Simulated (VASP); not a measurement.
Here is a VASP 6.6.1 calculation.

The input INCAR:

```
PREC     = Accurate       # precision mode
ENCUT    = 520            # plane-wave cutoff, eV
EDIFF    = 1E-6           # SCF threshold, eV
ISMEAR   = 0              # smearing method
SIGMA    = 0.1            # smearing width, eV
LREAL    = False          # projectors in reciprocal space
LASPH    = True           # aspherical terms in the spheres
NELM     = 100            # most SCF steps
ALGO     = Normal         # electronic algorithm
ISIF     = 2              # what is computed and relaxed
LWAVE    = False          # write WAVECAR
LCHARG   = True           # write CHGCAR
GGA      = PE             # functional
LELF     = True           # ELF
LVHAR    = True         
NBANDS   = 34             # bands
```

File KPOINTS:

```
Automatic mesh
0
Gamma
  12 12 12
```

Contents of POSCAR:

```
CaZr2N3
1.0
    3.0067592774      1.7359532782      3.4715807751
   -3.0067592774      1.7359532782      3.4715807751
    0.0000000000     -3.4719065564      3.4715807751
Ca Zr N
1 2 3
Direct
    0.0000000000      0.0000000000      0.0000000000
    0.7280637335      0.7280637335      0.7280637335
    0.2719362665      0.2719362665      0.2719362665
    0.5000000000      0.0000000000      0.0000000000
    0.0000000000      0.5000000000      0.0000000000
    0.0000000000      0.0000000000      0.5000000000
```

Potentials or basis: VASP PAW PBE potentials, release 64 (Ca_sv, Zr_sv, N).

Command:

```sh
$ cat potpaw_PBE.64/Ca_sv/POTCAR potpaw_PBE.64/Zr_sv/POTCAR potpaw_PBE.64/N/POTCAR > POTCAR
$ mpirun -np 1 vasp_std > vasp.out
```

What does it give for the band gap on the k mesh?

Zero (an odd number of electrons rules out a gap without spin polarisation).

What does it give for the largest force?

0.034 eV/Å.

Stress tensor (GPa, compression positive):
```
0.20 0.00 0.00
0.00 0.20 0.00
0.00 0.00 0.29
```

Caveat: an odd number of electrons without spin polarisation forces a metal; a magnetic or distorted state may lie lower.
